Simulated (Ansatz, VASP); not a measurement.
This is a calculation of ZnCu for VASP 6.6.1.

INCAR

```
ALGO     = Normal         # electronic algorithm
EDIFF    = 1E-6           # SCF threshold, eV
ENCUT    = 600            # plane-wave cutoff, eV
GGA_COMPAT= False        
ISIF     = 2              # what is computed and relaxed
ISMEAR   = -1             # smearing method
LASPH    = True           # aspherical terms in the spheres
LCHARG   = False          # write CHGCAR
LREAL    = False          # projectors in reciprocal space
LWAVE    = False          # write WAVECAR
NBANDS   = 18             # bands
NELM     = 120            # most SCF steps
PREC     = Accurate       # precision mode
SIGMA    = 0.05           # smearing width, eV
```

KPOINTS

```
k-points
0
Gamma
  9 9 9
```

POSCAR

```
ZnCu
1.0
    2.9051978236      0.0000000000      0.0000000000
    0.0000000000      2.9051978236      0.0000000000
    0.0000000000      0.0000000000      2.9051978236
Zn Cu
1 1
Direct
    0.5000000000      0.5000000000      0.5000000000
    0.0000000000      0.0000000000      0.0000000000
```

Potentials or basis: VASP PAW LDA potentials, release 64 (Zn, Cu).

Run with:

```bash
$ cat potpaw_LDA.64/Zn/POTCAR potpaw_LDA.64/Cu/POTCAR > POTCAR
$ mpirun -np 1 vasp_std > vasp.out
```

Set up the same calculation for Ansatz 0.2.0. Potentials there: Ansatz PAW.

As run (the cutoff follows the program's own potentials):

The input input.yaml:

```yaml
crystal:
  lattice:
    - [2.9051978236, 0.0, 0.0]
    - [0.0, 2.9051978236, 0.0]
    - [0.0, 0.0, 2.9051978236]
  atoms:
    - { symbol: Zn, position: [0.5, 0.5, 0.5] }
    - { symbol: Cu, position: [0.0, 0.0, 0.0] }
hamiltonian:
  xc: lda
  pseudopotentials: { kind: paw }
kpoints:
  mp_grid: { grid: [9, 9, 9] }
scf:
  occupations: { method: fermi_dirac, width: 0.05 }
output:
  forces: true
  stress: true
  eigenvalues: true
```

Potentials or basis: Ansatz PAW.

Launch:

```sh
$ ansatz run input.yaml --threads 2 --pin off --max-ram 5632MiB --backend cpu --events-out ev --progress --plain --runs-dir out
```

Both were run:

|  | VASP | Ansatz | Ansatz less VASP |
| --- | --- | --- | --- |
| gap on the k mesh at the Fermi level (eV) | none | none | - |
| pressure (GPa) | -4.0 | -4.9 | -0.90 |

LDA's correlation is that of Perdew and Zunger in VASP and of Perdew and Wang (1992) in Ansatz. A gap of «none» marks a metal or a gap that the smearing closes. VASP's potentials hold 23 valence electrons a cell and Ansatz's 31, so a difference there can come from the potentials and not from the codes.
